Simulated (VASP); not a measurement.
# Pd (Fm-3m) in VASP: a series of runs

Runs on Pd. Level: LDA. Tasks: single point, relaxation of volume and atoms at fixed shape.

Everything below comes from runs of VASP 6.6.1. Logs are shortened: lines on timing, memory, paths and dates and some standing lists are left out, and cuts for length are marked.

## Step 1: The cell of the first run

Symmetry: Fm-3m, No. 225, cubic system. The conventional cell has a = 3.841 Å, b = 3.841 Å, c = 3.841 Å, α = 90.00°, β = 90.00°, γ = 90.00°. Within 3.6 Å of Pd (site symmetry m-3m) lie 12 Pd at 2.72 Å.

## Step 2: Single point, LDA

File INCAR:

```
SYSTEM = Pd
PREC = Accurate ; ENCUT = 520
EDIFF = 1E-6 ; ISMEAR = -1
SIGMA = 0.1 ; LREAL = .False.
LASPH = .True. ; NELM = 100
ALGO = Normal ; ISIF = 2
LWAVE = .False. ; LCHARG = .False.
GGA = CA ; NBANDS = 11
```

File KPOINTS:

```
regular mesh
0
Gamma
  18 18 18
  0 0 0
```

File POSCAR:

```
Pd
1.0
    0.0000000000      1.9207470928      1.9207470928
    1.9207470928      0.0000000000      1.9207470928
    1.9207470928      1.9207470928      0.0000000000
Pd
1
Direct
    0.0000000000      0.0000000000      0.0000000000
```

Potentials or basis: VASP PAW LDA potentials, release 64 (Pd).

On the command line:

```bash
cat potpaw_LDA.64/Pd/POTCAR > POTCAR
mpirun -np 1 vasp_std > vasp.out
```

OUTCAR:

```text
SYSTEM = Pd
   PREC = Accurate
   ENCUT = 520
   EDIFF = 1E-6
   ISMEAR = -1
   LREAL = .False.
   LASPH = .True.
   NELM = 100
   ISIF = 2
   GGA = CA

 ion  position               nearest neighbor table
   1  0.000  0.000  0.000-

  LATTYP: Found a face centered cubic cell.
 ALAT       =     3.8414941856

  Lattice vectors:

 A1 = (   0.0000000000,   1.9207470928,   1.9207470928)
 A2 = (   1.9207470928,   0.0000000000,   1.9207470928)
 A3 = (   1.9207470928,   1.9207470928,   0.0000000000)

Analysis of symmetry for initial positions (statically):
=====================================================================
 Subroutine PRICEL returns:
 Original cell was already a primitive cell.

 Routine SETGRP: Setting up the symmetry group for a
 face centered cubic supercell.

 Subroutine GETGRP returns: Found 48 space group operations
 (whereof 48 operations were pure point group operations)
 out of a pool of 48 trial point group operations.

The static configuration has the point symmetry O_h .

Analysis of symmetry for dynamics (positions and initial velocities):
=====================================================================
 Subroutine PRICEL returns:
 Original cell was already a primitive cell.

 Routine SETGRP: Setting up the symmetry group for a
 face centered cubic supercell.

 Subroutine GETGRP returns: Found 48 space group operations
 (whereof 48 operations were pure point group operations)
 out of a pool of 48 trial point group operations.

The dynamic configuration has the point symmetry O_h .

 Subroutine INISYM returns: Found 48 space group operations
 (whereof 48 operations are pure point group operations),
 and found     1 'primitive' translations

----------------------------------------------------------------------------------------

                                     Primitive cell

  volume of cell :      14.1723

  direct lattice vectors                    reciprocal lattice vectors
     0.000000000  1.920747093  1.920747093    -0.260315375  0.260315375  0.260315375
     1.920747093  0.000000000  1.920747093     0.260315375 -0.260315375  0.260315375
     1.920747093  1.920747093  0.000000000     0.260315375  0.260315375 -0.260315375

  length of vectors
     2.716346589  2.716346589  2.716346589     0.450879456  0.450879456  0.450879456

  position of ions in fractional coordinates (direct lattice)
     0.000000000  0.000000000  0.000000000

  ion indices of the primitive-cell ions
   primitive index   ion index
                 1           1

----------------------------------------------------------------------------------------

 KPOINTS: regular mesh

Automatic generation of k-mesh.
 Grid dimensions read from file:
 generate k-points for:   18   18   18

 Generating k-lattice:

  Cartesian coordinates                     Fractional coordinates (reciprocal lattice)
    -0.014461965  0.014461965  0.014461965     0.055555556  0.000000000  0.000000000
     0.014461965 -0.014461965  0.014461965     0.000000000  0.055555556  0.000000000
     0.014461965  0.014461965 -0.014461965     0.000000000  0.000000000  0.055555556

  Length of vectors
     0.025048859  0.025048859  0.025048859

  Shift w.r.t. Gamma in fractional coordinates (k-lattice)
     0.000000000  0.000000000  0.000000000

 Subroutine IBZKPT returns following result:
 ===========================================

 Found    195 irreducible k-points:

 Following reciprocal coordinates:
            Coordinates               Weight
  0.000000  0.000000  0.000000      1.000000
  0.055556  0.000000  0.000000      8.000000
  0.111111  0.000000  0.000000      8.000000
  0.166667  0.000000  0.000000      8.000000
  0.222222  0.000000  0.000000      8.000000
  0.277778  0.000000  0.000000      8.000000
[... 16 lines left out ...]
 -0.277778  0.055556  0.000000     24.000000
 -0.222222  0.055556  0.000000     24.000000
 [... further k-points ...]
   k-points           NKPTS =    195   k-points in BZ     NKDIM =    195   number of bands    NBANDS=     11
   number of dos      NEDOS =    301   number of ions     NIONS =      1
   total plane-waves  NPLWV =   8000
   dimension x,y,z NGX =    20 NGY =   20 NGZ =   20
   dimension x,y,z NGXF=    40 NGYF=   40 NGZF=   40
   ions per type =               1
   NGX,Y,Z   is equivalent  to a cutoff of  12.24, 12.24, 12.24 a.u.
   NGXF,Y,Z  is equivalent  to a cutoff of  24.48, 24.48, 24.48 a.u.
 SYSTEM =  Pd
   PREC   = accura    normal or accurate (medium, high low for compatibility)
   ISTART =      0    job   : 0-new  1-cont  2-samecut
   ICHARG =      2    charge: 1-file 2-atom 10-const
   ISPIN  =      1    spin polarized calculation?
   LNONCOLLINEAR =      F non collinear calculations
   LSORBIT =      F    spin-orbit coupling
   LASPH  =      T    aspherical Exc in radial PAW
   ENCUT  =  520.0 eV  38.22 Ry    6.18 a.u.   5.05  5.05  5.05*2*pi/ulx,y,z
   NELM   =    100;   NELMIN=  2; NELMDL= -5     # of ELM steps
   EDIFF  = 0.1E-05   stopping-criterion for ELM
   LREAL  =      F    real-space projection
   EDIFFG = 0.1E-04   stopping-criterion for IOM
   NSW    =      0    number of steps for IOM
   IBRION =     -1    ionic relax: 0-MD 1-quasi-New 2-CG
   NFREE  =      0    steps in history (QN), initial steepest desc. (CG)
   ISIF   =      2    stress and relaxation
   ISYM   =      2    0-nonsym 1-usesym 2-fastsym
   POTIM  = 0.5000    time-step for ionic-motion
   TEBEG  =    0.0;   TEEND  =   0.0 temperature during run
   PSTRESS=    0.0 pullay stress
   NELECT =      10.0000    total number of electrons
   NUPDOWN=      -1.0000    fix difference up-down
   EMIN   =  10.00;   EMAX   =-10.00  energy-range for DOS
   EFERMI =   0.00;   METHOD = LEGACY
   ISMEAR =    -1;   SIGMA  =   0.10  broadening in eV -4-tet -1-fermi 0-gaus
   EFERMI_NEDOS =   21; number of points for ismear=-14 and -15
   IALGO  =     38    algorithm
   IMIX   =      4    mixing-type and parameters
     AMIX     =   0.40;   BMIX     =  1.00
     AMIX_MAG =   1.60;   BMIX_MAG =  1.00
  volume/ion in A,a.u.               =      14.17        95.64
  Fermi-wavevector in a.u.,A,eV,Ry     =   1.457453  2.754187 28.901089  2.124170
  Thomas-Fermi vector in A             =   2.574253
   LORBIT       =      0    0 simple, 1 ext, 2 COOP (PROOUT), +10 PAW based schemes
   GGA     = CA    functional components
   LHFCALC =     F    Hartree Fock is set to
   AEXX    =    0.0000 exact exchange contribution
   IVDW    =     0    specifies the selected vdW correction
   LEPSILON=     F    determine dielectric tensor
   LRPA    =     F    only Hartree local field effects (RPA)
 non-spin polarized calculation
  energy-cutoff  :      520.00
  volume of cell :       14.17
 maximum number of plane-waves:       392
   NGX = 11   NGY = 11   NGZ = 11

 number of electron      10.0000005 magnetization

 Free energy of the ion-electron system (eV)
  ---------------------------------------------------
  ext. energy  EPLUGINS =         0.00000000
  ---------------------------------------------------
  free energy    TOTEN  =        -6.53037189 eV

  energy without entropy =       -6.47206672  energy(sigma->0) =       -6.50121930

 E-fermi :  10.3262     XC(G=0): -13.7626

 val. band max:       10.3215527444   @ k =   0.5000   0.3333   0.0556
 cond. band min:      10.3284076026   @ k =   0.5000   0.1667   0.0000
 fundamental gap:      0.0068548582
 Fermi energy:        10.3261580625

 k-point     1 :       0.0000    0.0000    0.0000
  band No.  band energies     occupation
      1       2.7404      2.00000
      2       7.2358      2.00000
      3       7.2358      2.00000
      4       7.2358      2.00000
      5       8.9894      2.00000
      6       8.9894      2.00000
      7      27.4322      0.00000
      8      32.3799      0.00000
      9      32.3799      0.00000
     10      32.3799      0.00000
     11      35.9214      0.00000

 k-point     2 :       0.0556    0.0000    0.0000
  band No.  band energies     occupation
      1       2.8570      2.00000
      2       7.1920      2.00000
      3       7.2779      2.00000
      4       7.2779      2.00000
      5       8.9684      2.00000
      6       8.9684      2.00000
      7      27.5688      0.00000
      8      31.6357      0.00000
      9      32.5239      0.00000
     10      32.5239      0.00000
     11      35.9422      0.00000

 k-point     3 :       0.1111    0.0000    0.0000
  band No.  band energies     occupation
      1       3.1936      2.00000
      2       7.0828      2.00000
      3       7.3878      2.00000
      4       7.3878      2.00000
      5       8.9239      2.00000
      6       8.9239      2.00000
      7      27.8954      0.00000
      8      30.1027      0.00000
      9      32.9353      0.00000
     10      32.9353      0.00000
     11      35.9560      0.00000

 k-point     4 :       0.1667    0.0000    0.0000
  band No.  band energies     occupation
      1       3.6997      2.00000
      2       6.9802      2.00000
      3       7.5115      2.00000
      4       7.5115      2.00000
      5       8.9153      2.00000
      6       8.9153      2.00000
      7      27.7633      0.00000
      8      28.8258      0.00000
      9      33.5444      0.00000
     10      33.5444      0.00000
     11      36.0325      0.00000
[... 239 lines left out ...]
 k-point    22 :      -0.3333    0.0556    0.0000
  band No.  band energies     occupation
      1       4.8170      2.00000
      2       7.3306      2.00000
      3       7.4200      2.00000
      4       8.4098      2.00000
      5       9.5438      1.99920
      6      10.3048      1.10646
      7      21.4109      0.00000
      8      27.6640      0.00000
      9      31.7237      0.00000
     10      33.8081      0.00000
     11      35.9437      0.00000

 k-point    23 :      -0.2778    0.0556    0.0000
  band No.  band energies     occupation
      1       4.7827      2.00000
      2       7.3901      2.00000
      3       7.5397      2.00000
      4       7.6175      2.00000
      5       9.1593      1.99998
      6       9.8072      1.98892
      7      23.4562      0.00000
      8      28.2065      0.00000
      9      32.4091      0.00000
     10      35.3556      0.00000
     11      35.6515      0.00000

 k-point    24 :      -0.2222    0.0556    0.0000
  band No.  band energies     occupation
      1       4.5023      2.00000
      2       6.9901      2.00000
      3       7.5858      2.00000
      4       7.6232      2.00000
      5       8.8504      2.00000
      6       9.4176      1.99977
      7      25.4939      0.00000
      8      28.6310      0.00000
      9      32.8613      0.00000
     10      35.1337      0.00000
     11      35.6294      0.00000

 [... further k-points ...]
[... 5 lines left out ...]
  --------------------------------------------------------------------------------------
  -------------------------------------------------------------------------------------
  Total        0.0205320      0.0205320      0.0205320      0.0000000      0.0000000      0.0000000
  in kB        2.3211433      2.3211433      2.3211433      0.0000000      0.0000000      0.0000000
  external PRESSURE =       2.3211433 kB  Pullay stress =       0.0000000 kB

 VOLUME and BASIS-vectors are now :
 -----------------------------------------------------------------------------
  energy-cutoff  :      520.00
  volume of cell :       14.17
      direct lattice vectors                 reciprocal lattice vectors
     0.000000000  1.920747093  1.920747093    -0.260315375  0.260315375  0.260315375
     1.920747093  0.000000000  1.920747093     0.260315375 -0.260315375  0.260315375
     1.920747093  1.920747093  0.000000000     0.260315375  0.260315375 -0.260315375

 POSITION                                       TOTAL-FORCE (eV/Angst)
 -----------------------------------------------------------------------------------
      0.00000      0.00000      0.00000        -0.000000      0.000000      0.000000
 -----------------------------------------------------------------------------------
    total drift:                               -0.000000     -0.000000     -0.000000

  FREE ENERGIE OF THE ION-ELECTRON SYSTEM (eV)
  ---------------------------------------------------
  free  energy   TOTEN  =        -6.5303718859 eV

  energy  without entropy=       -6.4720667223  energy(sigma->0) =       -6.50121930
```

Wall time 34 s (1 thread of AMD EPYC 7R43 (Zen 3), shared host); peak memory 0.11 GiB.

Results:

| Property | Result |
| --- | --- |
| Free energy | -6.5304 eV |
| Pressure | 0.2 GPa |
| Band gap on the k mesh | zero (band 5 reaches 10.62 eV, above the bottom of band 6 at 8.92 eV) |

## Step 3: Relaxation of volume and atoms at fixed shape, LDA

This run uses another cell than the first one, of 14.75 Å³/atom, 1.041 times its volume.

File INCAR:

```
PREC = Accurate
ENCUT = 600
EDIFF = 1E-6
ISMEAR = -1
SIGMA = 0.1
LREAL = F
LASPH = T
NELM = 60
ALGO = Normal
ISIF = 8
LWAVE = F
LCHARG = F
IBRION = 2
NSW = 80
EDIFFG = -0.03
```

File KPOINTS:

```
Automatic mesh
0
Gamma
  18 18 18
```

File POSCAR:

```
Pd
1.0
    0.0000000000      1.9465000000      1.9465000000
    1.9465000000      0.0000000000      1.9465000000
    1.9465000000      1.9465000000      0.0000000000
Pd
1
Direct
    0.0000000000      0.0000000000      0.0000000000
```

Potentials or basis: VASP PAW LDA potentials, release 64 (Pd).

On the command line:

```bash
cat potpaw_LDA.64/Pd/POTCAR > POTCAR
mpirun -np 1 vasp_std > vasp.out
```

Run time: 98 s. Hardware: 1 thread of AMD EPYC 7R43 (Zen 3), shared host; peak memory 0.13 GiB.

It converged, with:

* Free energy: -6.5307 eV
* Relaxed volume: 14.20 Å³/atom
* Relaxed cell: a = 2.718 Å, b = 2.718 Å, c = 2.718 Å, α = 60.00°, β = 60.00°, γ = 60.00°
* Space group after relaxing (to 0.05 Å): Fm-3m (No. 225)
* Energy gained by relaxing: 14.6 meV/atom
* Ionic steps: 3
* Pressure after relaxing: -0.2 GPa
* Band gap on the k mesh: zero (band 5 reaches 10.59 eV, above the bottom of band 6 at 8.89 eV)

The path:
```tsv
step	energy change (eV)	largest force (eV/Å)	pressure (GPa)	volume (Å³)
1	0.0000	0.0000	-7.93	14.75
2	0.0361	0.0000	18.60	13.25
3	-0.0146	0.0000	-0.18	14.20
```

Final structure:
```xyz
1
Lattice="0.0000 1.9218 1.9218 1.9218 0.0000 1.9218 1.9218 1.9218 0.0000" Properties=species:S:1:pos:R:3 pbc="T T T"
Pd    0.0000    0.0000    0.0000
```

Levels at points of the mesh, in eV from the Fermi level:
```csv
k point,band 3,band 4,band 5,band 6,band 7,band 8
"(0.00, 0.00, 0.00)",-3.08,-3.08,-1.33,-1.33,17.11,22.04
"(0.50, 0.00, 0.00)",-3.13,-0.04,-0.04,0.82,7.53,16.49
"(0.50, 0.50, 0.00)",-0.06,0.29,0.29,3.22,11.09,13.24
```
